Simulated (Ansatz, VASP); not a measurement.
# AlNi: VASP beside Ansatz

The input INCAR:

```
PREC = Accurate
ENCUT = 520
EDIFF = 1E-6
ISMEAR = 0
SIGMA = 0.15
LREAL = False
LASPH = True
NELM = 100
ALGO = Fast
ISIF = 2
LWAVE = False
LCHARG = True
GGA = PE
LELF = True
LVHAR = True
NBANDS = 14
```

File KPOINTS:

```
regular mesh
0
Gamma
  16 16 16
```

File POSCAR:

```
AlNi
1.0
    2.0426321522     -2.0425983492      0.0000000000
    2.0426321522      2.0425983492      0.0000000000
    0.0000000000      0.0000000000      2.9004437222
Al Ni
1 1
Direct
   -0.0207706306      0.0000000000     -0.0137909933
    0.5095483235      0.5000000000      0.5063397625
```

Input for Ansatz:

```yaml
crystal:
  lattice:
    - [2.0426321522, -2.0425983492, 0.0]
    - [2.0426321522, 2.0425983492, 0.0]
    - [0.0, 0.0, 2.9004437222]
  atoms:
    - { symbol: Al, position: [-0.0207706306, 0.0, -0.0137909933] }
    - { symbol: Ni, position: [0.5095483235, 0.5, 0.5063397625] }
basis:
  ecutwfc: 520.0
kpoints:
  mp_grid: { grid: [16, 16, 16] }
hamiltonian:
  xc: pbe
  pseudopotentials: { kind: paw, azcp: { folder: soft_1 } }
scf:
  occupations: { method: gaussian, width: 0.15 }
output:
  forces: true
  stress: true
  eigenvalues: true
```

Change from the starting cell: mode 4 frozen in at -0.060 Å and mode 6 at -0.040 Å (largest displacements).

Alike in both runs: task single point; functional PBE; k mesh 16 × 16 × 16; occupations gaussian, width 0.15 eV; no spin polarisation.

```csv
,VASP,Ansatz
version,VASP 6.6.1,Ansatz 0.2.0
potentials or method,"VASP PAW PBE potentials, release 64 (Al, Ni), cutoff 520 eV","scalar-relativistic, plane waves, PAW"
valence electrons in the cell,13,21
```

Ansatz gave:

* gap on the k mesh at the Fermi level (eV): none
* pressure (GPa): 0.7
* traceless stress, the component that is largest in VASP (GPa): -0.50
* rms of the force components (eV/Å): 0.350

Task: Which values does VASP return?

Result: gap on the k mesh at the Fermi level (eV): none; pressure (GPa): 0.7; traceless stress, the component that is largest in VASP (GPa): -0.51; rms of the force components (eV/Å): 0.352.

Atom by atom the forces differ by 0.003 eV/Å (rms over components). A gap of «none» marks a metal or a gap that the smearing closes. VASP's potentials hold 13 valence electrons a cell and Ansatz's 21, so a difference there can come from the potentials and not from the codes. Ansatz's warnings: near symmetry operations not taken.
